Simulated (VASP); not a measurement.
# NaCl (Fm-3m) in VASP: further runs

Runs on NaCl. Level: LDA. Tasks: single point, relaxation of cell and atoms.

All numbers are computed with VASP 6.6.1; they aren't measurements. Logs are shortened: lines on timing, memory, paths and dates and some standing lists are left out, and cuts for length are marked.

## 1. The cell of the first run

The structure is cubic, space group Fm-3m (No. 225). The conventional cell has a = 5.604 Å, b = 5.604 Å, c = 5.604 Å, α = 90.00°, β = 90.00°, γ = 90.00°. Within 3.7 Å of Na (site symmetry m-3m) lie 6 Cl at 2.80 Å. Within 3.7 Å of Cl (site symmetry m-3m) lie 6 Na at 2.80 Å.

## 2. Single point, LDA

The input, INCAR:

```
ALGO = Normal
EDIFF = 1E-6
ENCUT = 500
GGA_COMPAT = F
ISIF = 2
ISMEAR = 0
LASPH = T
LCHARG = T
LELF = T
LREAL = F
LVHAR = T
LWAVE = F
NBANDS = 14
NELM = 120
PREC = Accurate
SIGMA = 0.1
```

The input, KPOINTS:

```
k-points
0
Gamma
  6 6 6
```

The input, POSCAR:

```
NaCl
1.0
    0.0000000000      2.8017500000      2.8017500000
    2.8017500000      0.0000000000      2.8017500000
    2.8017500000      2.8017500000      0.0000000000
Na Cl
1 1
Direct
    0.0000000000      0.0000000000      0.0000000000
    0.5000000000      0.5000000000      0.5000000000
```

Potentials or basis: VASP PAW LDA potentials, release 64 (Na_pv, Cl).

Started as:

```
$ cat potpaw_LDA.64/Na_pv/POTCAR potpaw_LDA.64/Cl/POTCAR > POTCAR
$ mpirun -np 1 vasp_std > vasp.out
```

OUTCAR:

```text
EDIFF = 1E-6
   ENCUT = 500
   ISIF = 2
   ISMEAR = 0
   LASPH = T
   LREAL = F
   NELM = 120
   PREC = Accurate

 ion  position               nearest neighbor table
   1  0.000  0.000  0.000-
   2  0.500  0.500  0.500-

  LATTYP: Found a face centered cubic cell.
 ALAT       =     5.6035000000

  Lattice vectors:

 A1 = (   0.0000000000,   2.8017500000,   2.8017500000)
 A2 = (   2.8017500000,   0.0000000000,   2.8017500000)
 A3 = (   2.8017500000,   2.8017500000,   0.0000000000)

Analysis of symmetry for initial positions (statically):
=====================================================================
 Subroutine PRICEL returns:
 Original cell was already a primitive cell.

 Routine SETGRP: Setting up the symmetry group for a
 face centered cubic supercell.

 Subroutine GETGRP returns: Found 48 space group operations
 (whereof 48 operations were pure point group operations)
 out of a pool of 48 trial point group operations.

The static configuration has the point symmetry O_h .

Analysis of symmetry for dynamics (positions and initial velocities):
=====================================================================
 Subroutine PRICEL returns:
 Original cell was already a primitive cell.

 Routine SETGRP: Setting up the symmetry group for a
 face centered cubic supercell.

 Subroutine GETGRP returns: Found 48 space group operations
 (whereof 48 operations were pure point group operations)
 out of a pool of 48 trial point group operations.

The dynamic configuration has the point symmetry O_h .

 Subroutine INISYM returns: Found 48 space group operations
 (whereof 48 operations are pure point group operations),
 and found     1 'primitive' translations

----------------------------------------------------------------------------------------

                                     Primitive cell

  volume of cell :      43.9864

  direct lattice vectors                    reciprocal lattice vectors
     0.000000000  2.801750000  2.801750000    -0.178459891  0.178459891  0.178459891
     2.801750000  0.000000000  2.801750000     0.178459891 -0.178459891  0.178459891
     2.801750000  2.801750000  0.000000000     0.178459891  0.178459891 -0.178459891

  length of vectors
     3.962272848  3.962272848  3.962272848     0.309101599  0.309101599  0.309101599

[... 78 lines left out ...]
   ISYM   =      2    0-nonsym 1-usesym 2-fastsym
   POTIM  = 0.5000    time-step for ionic-motion
   TEBEG  =    0.0;   TEEND  =   0.0 temperature during run
   PSTRESS=    0.0 pullay stress
   NELECT =      14.0000    total number of electrons
   NUPDOWN=      -1.0000    fix difference up-down
   EMIN   =  10.00;   EMAX   =-10.00  energy-range for DOS
   EFERMI =   0.00;   METHOD = LEGACY
   ISMEAR =     0;   SIGMA  =   0.10  broadening in eV -4-tet -1-fermi 0-gaus
   EFERMI_NEDOS =   21; number of points for ismear=-14 and -15
   IALGO  =     38    algorithm
   IMIX   =      4    mixing-type and parameters
     AMIX     =   0.40;   BMIX     =  1.00
     AMIX_MAG =   1.60;   BMIX_MAG =  1.00
  volume/ion in A,a.u.               =      21.99       148.42
  Fermi-wavevector in a.u.,A,eV,Ry     =   1.117750  2.112242 16.998653  1.249366
  Thomas-Fermi vector in A             =   2.254376
   LORBIT       =      0    0 simple, 1 ext, 2 COOP (PROOUT), +10 PAW based schemes
   GGA     = CA    functional components
   LHFCALC =     F    Hartree Fock is set to
   AEXX    =    0.0000 exact exchange contribution
   IVDW    =     0    specifies the selected vdW correction
   LEPSILON=     F    determine dielectric tensor
   LRPA    =     F    only Hartree local field effects (RPA)
 non-spin polarized calculation
 Gauss-broadening in eV      SIGMA  =   0.10
  energy-cutoff  :      500.00
  volume of cell :       43.99
 maximum number of plane-waves:      1139
 NGX is ok and might be reduce to    30
   NGX = 15   NGY = 15   NGZ = 15

 number of electron      14.0000007 magnetization

 Free energy of the ion-electron system (eV)
  ---------------------------------------------------
  ext. energy  EPLUGINS =         0.00000000
  ---------------------------------------------------
  free energy    TOTEN  =        -7.36802373 eV

  energy without entropy =       -7.36802373  energy(sigma->0) =       -7.36802373

 E-fermi :  -0.3651     XC(G=0):  -8.8053

 val. band max:       -0.8350117156   @ k =   0.0000   0.0000   0.0000
 cond. band min:       3.9369079677   @ k =   0.0000   0.0000   0.0000
 fundamental gap:      4.7719196833
 Fermi energy:        -0.3651067610

 k-point     1 :       0.0000    0.0000    0.0000
  band No.  band energies     occupation
      1     -21.5780      2.00000
      2     -21.5780      2.00000
      3     -21.5780      2.00000
      4     -13.4645      2.00000
      5      -0.8350      2.00000
      6      -0.8350      2.00000
      7      -0.8350      2.00000
      8       3.9369      0.00000
      9      10.0303      0.00000
     10      10.0303      0.00000
     11      10.0303      0.00000
     12      12.2853      0.00000
     13      12.2853      0.00000
     14      13.6882      0.00000
[... 241 lines left out ...]
      1     -21.5979      2.00000
      2     -21.5909      2.00000
      3     -21.5892      2.00000
      4     -13.0219      2.00000
      5      -2.3876      2.00000
      6      -1.8218      2.00000
      7      -1.6120      2.00000
      8       7.2745      0.00000
      9       7.7486      0.00000
     10       9.4184      0.00000
     11      10.9799      0.00000
     12      14.0981      0.00000
     13      15.3018      0.00000
     14      15.3737      0.00000

------------------------ aborting loop because EDIFF is reached ----------------------------------------

  FORCE on cell =-STRESS in cart. coord.  units (eV):
  Direction    XX          YY          ZZ          XY          YZ          ZX
  --------------------------------------------------------------------------------------
  -------------------------------------------------------------------------------------
  Total       -0.5589343     -0.5589343     -0.5589343      0.0000000     -0.0000000      0.0000000
  in kB      -20.3588477    -20.3588477    -20.3588477      0.0000000     -0.0000000      0.0000000
  external PRESSURE =     -20.3588477 kB  Pullay stress =       0.0000000 kB

 VOLUME and BASIS-vectors are now :
 -----------------------------------------------------------------------------
  energy-cutoff  :      500.00
  volume of cell :       43.99
      direct lattice vectors                 reciprocal lattice vectors
     0.000000000  2.801750000  2.801750000    -0.178459891  0.178459891  0.178459891
     2.801750000  0.000000000  2.801750000     0.178459891 -0.178459891  0.178459891
     2.801750000  2.801750000  0.000000000     0.178459891  0.178459891 -0.178459891

 POSITION                                       TOTAL-FORCE (eV/Angst)
 -----------------------------------------------------------------------------------
      0.00000      0.00000      0.00000         0.000000      0.000000      0.000000
      2.80175      2.80175      2.80175         0.000000      0.000000      0.000000
 -----------------------------------------------------------------------------------
    total drift:                               -0.000000      0.000000      0.000000

  FREE ENERGIE OF THE ION-ELECTRON SYSTEM (eV)
  ---------------------------------------------------
  free  energy   TOTEN  =        -7.3680237253 eV

  energy  without entropy=       -7.3680237253  energy(sigma->0) =       -7.36802373
```

OSZICAR:

```text
N       E                     dE             d eps       ncg     rms          rms(c)
DAV:   1     0.939129671529E+02    0.93913E+02   -0.69577E+03   448   0.970E+02
DAV:   2     0.353949044005E+00   -0.93559E+02   -0.85900E+02   472   0.254E+02
DAV:   3    -0.744531740019E+01   -0.77993E+01   -0.77500E+01   586   0.686E+01
DAV:   4    -0.756233823851E+01   -0.11702E+00   -0.11699E+00   514   0.932E+00
DAV:   5    -0.756467471810E+01   -0.23365E-02   -0.23364E-02   582   0.133E+00    0.204E+00
DAV:   6    -0.738973372016E+01    0.17494E+00   -0.27447E-01   550   0.327E+00    0.149E+00
DAV:   7    -0.736987466758E+01    0.19859E-01   -0.52129E-02   614   0.137E+00    0.968E-01
DAV:   8    -0.736814613678E+01    0.17285E-02   -0.50068E-03   556   0.658E-01    0.296E-01
DAV:   9    -0.736803235554E+01    0.11378E-03   -0.19106E-04   532   0.102E-01    0.156E-01
DAV:  10    -0.736802425912E+01    0.80964E-05   -0.10867E-04   592   0.830E-02    0.575E-03
DAV:  11    -0.736802372532E+01    0.53380E-06   -0.36974E-06   508   0.216E-02
   1 F= -.73680237E+01 E0= -.73680237E+01  d E =-.202084E-12
```

stdout:

```text
POSCAR found type information on POSCAR NaCl
 POSCAR found :  2 types and       2 ions
 scaLAPACK will be used
 LDA part: xc-table for (Slater(with rela. corr.)+CA(PZ))
 , standard interpolation
 POSCAR, INCAR and KPOINTS ok, starting setup
 FFT: planning ... GRIDC
 FFT: planning ... GRID_SOFT
 FFT: planning ... GRID
 WAVECAR not read
 entering main loop
```

Run time: 4.5 s. Hardware: 1 thread of Intel Xeon 6975P-C (Granite Rapids), shared host; peak memory 0.14 GiB.

Results:

```
Free energy            : -7.3680 eV
Pressure               : -2.0 GPa
Band gap on the k mesh : 4.77 eV
```

Levels at points of the mesh, in eV from the valence-band top:
| k point | band 5 | band 6 | band 7 | band 8 | band 9 | band 10 |
| --- | --- | --- | --- | --- | --- | --- |
| (0.00, 0.00, 0.00) | 0.00 | 0.00 | 0.00 | 4.77 | 10.87 | 10.87 |
| (0.50, 0.00, 0.00) | -2.08 | -0.29 | -0.29 | 6.92 | 10.42 | 10.72 |
| (0.50, 0.50, 0.00) | -1.79 | -0.64 | -0.64 | 7.22 | 7.72 | 11.07 |

Expect the measured gap to be larger: semilocal functionals such as LDA lack the derivative discontinuity.

## 3. Single point, LDA

This run uses another cell than the first one, of 20.39 Å³/atom.

The input, INCAR:

```
SYSTEM = NaCl
ALGO     = Normal         ! electronic algorithm
EDIFF    = 1E-6           ! SCF threshold, eV
ENCUT    = 500            ! plane-wave cutoff, eV
GGA      = CA             ! functional
GGA_COMPAT= .False.      
ISIF     = 2              ! what is computed and relaxed
ISMEAR   = 0              ! smearing method
LASPH    = .True.         ! aspherical terms in the spheres
LCHARG   = .False.        ! write CHGCAR
LREAL    = .False.        ! projectors in reciprocal space
LWAVE    = .False.        ! write WAVECAR
NBANDS   = 14             ! bands
NELM     = 120            ! most SCF steps
PREC     = Accurate       ! precision mode
SIGMA    = 0.02           ! smearing width, eV
```

The input, KPOINTS:

```
k-points
0
Gamma
  8 8 8
  0 0 0
```

The input, POSCAR:

```
NaCl
1.0
    0.0000000000      2.7318933588      2.7318933588
    2.7318933588      0.0000000000      2.7318933588
    2.7318933588      2.7318933588      0.0000000000
Na Cl
1 1
Direct
    0.0000000000      0.0000000000      0.0000000000
    0.5000000000      0.5000000000      0.5000000000
```

Potentials or basis: VASP PAW LDA potentials, release 64 (Na_pv, Cl).

Started as:

```
$ cat potpaw_LDA.64/Na_pv/POTCAR potpaw_LDA.64/Cl/POTCAR > POTCAR
$ mpirun -np 1 vasp_std > vasp.out
```

It took 5.1 s on 1 thread of Intel Xeon 6975P-C (Granite Rapids), shared host; peak memory 0.13 GiB.

It converged, with:

```yaml
Free_energy: -7.3890 eV
Pressure: 0.0 GPa
Band_gap_on_the_k_mesh: 5.08 eV
```

Levels at points of the mesh, in eV from the valence-band top:
```
           k point  band 5  band 6  band 7  band 8  band 9  band 10
(0.00, 0.00, 0.00)    0.00    0.00    0.00    5.08   10.93    10.93
(0.50, 0.00, 0.00)   -2.34   -0.33   -0.33    7.05   10.90    10.90
(0.50, 0.50, 0.00)   -2.01   -0.72   -0.72    7.44    7.63    11.63
```

## 4. Relaxation of cell and atoms, LDA

The input, INCAR:

```
  PREC = Accurate
  ENCUT = 500
  EDIFF = 1E-7
  ISMEAR = 0
  SIGMA = 0.02
  LREAL = F
  LASPH = T
  NELM = 120
  ALGO = Normal
  ISIF = 3
  LWAVE = F
  LCHARG = F
  IBRION = 2
  NSW = 100
  EDIFFG = -0.002
  GGA_COMPAT = F
  NELMIN = 4
```

The input, KPOINTS:

```
regular mesh
0
Gamma
  8 8 8
```

The input, POSCAR:

```
NaCl
1.0
    0.0000000000      2.8017500000      2.8017500000
    2.8017500000      0.0000000000      2.8017500000
    2.8017500000      2.8017500000      0.0000000000
Na Cl
1 1
Direct
    0.0000000000      0.0000000000      0.0000000000
    0.5000000000      0.5000000000      0.5000000000
```

Potentials or basis: VASP PAW LDA potentials, release 64 (Na_pv, Cl).

Started as:

```
$ cat potpaw_LDA.64/Na_pv/POTCAR potpaw_LDA.64/Cl/POTCAR > POTCAR
$ mpirun -np 1 vasp_std > vasp.out
```

OUTCAR:

```text
PREC = Accurate
   ENCUT = 500
   EDIFF = 1E-7
   ISMEAR = 0
   LREAL = F
   LASPH = T
   NELM = 120
   ISIF = 3
   IBRION = 2
   NSW = 100
   EDIFFG = -0.002
   NELMIN = 4

 ion  position               nearest neighbor table
   1  0.000  0.000  0.000-
   2  0.500  0.500  0.500-

  LATTYP: Found a face centered cubic cell.
 ALAT       =     5.6035000000

  Lattice vectors:

 A1 = (   0.0000000000,   2.8017500000,   2.8017500000)
 A2 = (   2.8017500000,   0.0000000000,   2.8017500000)
 A3 = (   2.8017500000,   2.8017500000,   0.0000000000)

Analysis of symmetry for initial positions (statically):
=====================================================================
 Subroutine PRICEL returns:
 Original cell was already a primitive cell.

 Routine SETGRP: Setting up the symmetry group for a
 face centered cubic supercell.

 Subroutine GETGRP returns: Found 48 space group operations
 (whereof 48 operations were pure point group operations)
 out of a pool of 48 trial point group operations.

The static configuration has the point symmetry O_h .

Analysis of symmetry for dynamics (positions and initial velocities):
=====================================================================
 Subroutine PRICEL returns:
 Original cell was already a primitive cell.

 Routine SETGRP: Setting up the symmetry group for a
 face centered cubic supercell.

 Subroutine GETGRP returns: Found 48 space group operations
 (whereof 48 operations were pure point group operations)
 out of a pool of 48 trial point group operations.

The dynamic configuration has the point symmetry O_h .

 Subroutine INISYM returns: Found 48 space group operations
 (whereof 48 operations are pure point group operations),
 and found     1 'primitive' translations

----------------------------------------------------------------------------------------

                                     Primitive cell

[... 131 lines left out ...]

 number of electron      14.0000007 magnetization

 Free energy of the ion-electron system (eV)
  ---------------------------------------------------
  ext. energy  EPLUGINS =         0.00000000
  ---------------------------------------------------
  free energy    TOTEN  =        -7.36804472 eV

  energy without entropy =       -7.36804472  energy(sigma->0) =       -7.36804472

------------------------ aborting loop because EDIFF is reached ----------------------------------------

  FORCE on cell =-STRESS in cart. coord.  units (eV):
  Direction    XX          YY          ZZ          XY          YZ          ZX
  --------------------------------------------------------------------------------------
  -------------------------------------------------------------------------------------
  Total       -0.5683568     -0.5683568     -0.5683568      0.0000000      0.0000000      0.0000000
  in kB      -20.7020586    -20.7020586    -20.7020586      0.0000000      0.0000000      0.0000000
  external PRESSURE =     -20.7020586 kB  Pullay stress =       0.0000000 kB
[... 95 lines left out ...]
--------------------------------------- Ionic step        4  -------------------------------------------

 number of electron      13.9999993 magnetization

 Free energy of the ion-electron system (eV)
  ---------------------------------------------------
  ext. energy  EPLUGINS =         0.00000000
  ---------------------------------------------------
  free energy    TOTEN  =        -7.39023492 eV

  energy without entropy =       -7.39023492  energy(sigma->0) =       -7.39023492

 E-fermi :  -0.1896     XC(G=0):  -9.1389

 val. band max:       -0.3562791406   @ k =   0.0000   0.0000   0.0000
 cond. band min:       4.7257341004   @ k =   0.0000   0.0000   0.0000
 fundamental gap:      5.0820132410
 Fermi energy:        -0.1896380336

 k-point     1 :       0.0000    0.0000    0.0000
  band No.  band energies     occupation
      1     -20.9831      2.00000
      2     -20.9831      2.00000
      3     -20.9831      2.00000
      4     -13.1806      2.00000
      5      -0.3563      2.00000
      6      -0.3563      2.00000
      7      -0.3563      2.00000
      8       4.7257      0.00000
      9      10.5735      0.00000
     10      10.5735      0.00000
     11      10.5735      0.00000
[... 309 lines left out ...]
 k-point    24 :      -0.3750    0.2500    0.1250
  band No.  band energies     occupation
      1     -21.0218      2.00000
      2     -20.9960      2.00000
      3     -20.9899      2.00000
      4     -12.6695      2.00000
      5      -2.3669      2.00000
      6      -1.3016      2.00000
      7      -0.8695      2.00000
      8       7.8562      0.00000
      9       9.2194      0.00000
     10       9.9999      0.00000
     11      11.4177      0.00000

 [... further k-points ...]

------------------------ aborting loop because EDIFF is reached ----------------------------------------

  FORCE on cell =-STRESS in cart. coord.  units (eV):
  Direction    XX          YY          ZZ          XY          YZ          ZX
  --------------------------------------------------------------------------------------
  -------------------------------------------------------------------------------------
  Total        0.0023992      0.0023992      0.0023992      0.0000000     -0.0000000      0.0000000
  in kB        0.0942582      0.0942582      0.0942582      0.0000000     -0.0000000      0.0000000
  external PRESSURE =       0.0942582 kB  Pullay stress =       0.0000000 kB
[... 17 lines left out ...]
  FREE ENERGIE OF THE ION-ELECTRON SYSTEM (eV)
  ---------------------------------------------------
  free  energy   TOTEN  =        -7.3902349232 eV

  energy  without entropy=       -7.3902349232  energy(sigma->0) =       -7.39023492

 reached required accuracy - stopping structural energy minimisation
```

OSZICAR:

```text
N       E                     dE             d eps       ncg     rms          rms(c)
DAV:   1     0.917523247625E+02    0.91752E+02   -0.72344E+03   638   0.124E+03
DAV:   2     0.170862326247E+00   -0.91581E+02   -0.85930E+02   714   0.264E+02
DAV:   3    -0.741082771931E+01   -0.75817E+01   -0.75342E+01   776   0.788E+01
[... 34 lines left out ...]
DAV:   2    -0.739032595967E+01    0.44227E-03   -0.75547E-04   704   0.282E-01    0.582E-02
DAV:   3    -0.739024613057E+01    0.79829E-04   -0.15946E-04   722   0.143E-01    0.285E-02
DAV:   4    -0.739023511461E+01    0.11016E-04   -0.53402E-06   938   0.325E-02    0.199E-03
DAV:   5    -0.739023493950E+01    0.17511E-06   -0.57618E-07   698   0.808E-03    0.111E-03
DAV:   6    -0.739023492317E+01    0.16327E-07   -0.24924E-08   325   0.260E-03
   4 F= -.73902349E+01 E0= -.73902349E+01  d E =-.221902E-01
```

Run time: 16 s. Hardware: 1 thread of Intel Xeon 6975P-C (Granite Rapids), shared host; peak memory 0.14 GiB.

Results:

```yaml
Free_energy: -7.3902 eV
Relaxed_volume: 20.39 Å³/atom
Relaxed_cell: a = 3.864 Å, b = 3.864 Å, c = 3.864 Å, α = 60.00°, β = 60.00°, γ = 60.00°
Space_group_after_relaxing_to_0.1_Å: Fm-3m (No. 225)
Energy_gained_by_relaxing: 11.1 meV/atom
Ionic_steps: 4
Pressure_after_relaxing: 0.0 GPa
Band_gap_on_the_k_mesh: 5.08 eV
```

Step by step:
```csv
step,energy change (eV),largest force (eV/Å),pressure (GPa),volume (Å³)
1,0.0000,0.0000,-2.07,43.99
2,-0.0175,0.0000,-1.03,42.20
3,-0.0222,0.0000,-0.08,40.88
4,-0.0222,0.0000,0.01,40.78
```

Final structure:
```
Na Cl
1.0
     0.00000    2.73196    2.73196
     2.73196    0.00000    2.73196
     2.73196    2.73196    0.00000
Na Cl
1 1
Direct
  0.00000 0.00000 0.00000
  0.50000 0.50000 0.50000
```

A hybrid or GW would open this gap; LDA tends to underestimate it. Zero-point motion and thermal expansion aren't in these numbers.

## 5. Summary

| task | cell | k mesh | smearing | gap on the mesh (eV) | pressure (GPa) |
| --- | --- | --- | --- | --- | --- |
| single point | a = 3.962 Å, angles 60.0°, 2 atoms | 6 × 6 × 6 | gaussian 0.1 eV | 4.77 | -2.0 |
| single point | a = 3.863 Å, angles 60.0°, 2 atoms | 8 × 8 × 8 | gaussian 0.02 eV | 5.08 | 0.0 |
| relaxation of cell and atoms | relaxed from a = 3.962 Å, angles 60.0°, 2 atoms | 8 × 8 × 8 | gaussian 0.02 eV | 5.08 | 0.0 |

Alike in all rows: level LDA; potentials or basis VASP PAW LDA potentials, release 64 (Na_pv, Cl); no spin polarisation; cutoff (eV) 500.

Absolute energies hang on the potentials; compare differences alone.
